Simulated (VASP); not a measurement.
Here is a VASP 6.6.1 calculation.

INCAR

```
SYSTEM = TlAgS2
PREC = Accurate
ENCUT = 520
EDIFF = 1E-6
ISMEAR = 0
SIGMA = 0.1
LREAL = .FALSE.
LASPH = .TRUE.
NELM = 80
ALGO = Normal
ISIF = 2
LWAVE = .FALSE.
LCHARG = .FALSE.
GGA = PE
NBANDS = 26
```

Contents of KPOINTS:

```
Automatic mesh
0
G
  10 10 16
  0 0 0
```

Contents of POSCAR:

```
TlAgS2
1.0
    4.9308628388      0.0000000000      0.0000000000
    0.0000000000      4.9308628388      0.0000000000
    0.0000000000      0.0000000000      3.7933823735
Tl Ag S
1 1 2
Direct
    0.5000000000      0.5000000000      0.5000000000
    0.0000000000      0.0000000000      0.0000000000
    0.5000000000      0.0000000000      0.0000000000
    0.0000000000      0.5000000000      0.0000000000
```

Potentials or basis: VASP PAW PBE potentials, release 64 (Tl_d, Ag, S).

The run is started by

```console
$ cat potpaw_PBE.64/Tl_d/POTCAR potpaw_PBE.64/Ag/POTCAR potpaw_PBE.64/S/POTCAR > POTCAR
$ mpirun -np 1 vasp_std > vasp.out
```

Estimate the pressure.

-0.1 GPa.

Predict the band gap on the k mesh.

zero (bands 18 and 19 overlap by 2.41 eV).

Caveat: spin-orbit coupling is left out, which moves the levels of the heavy elements.
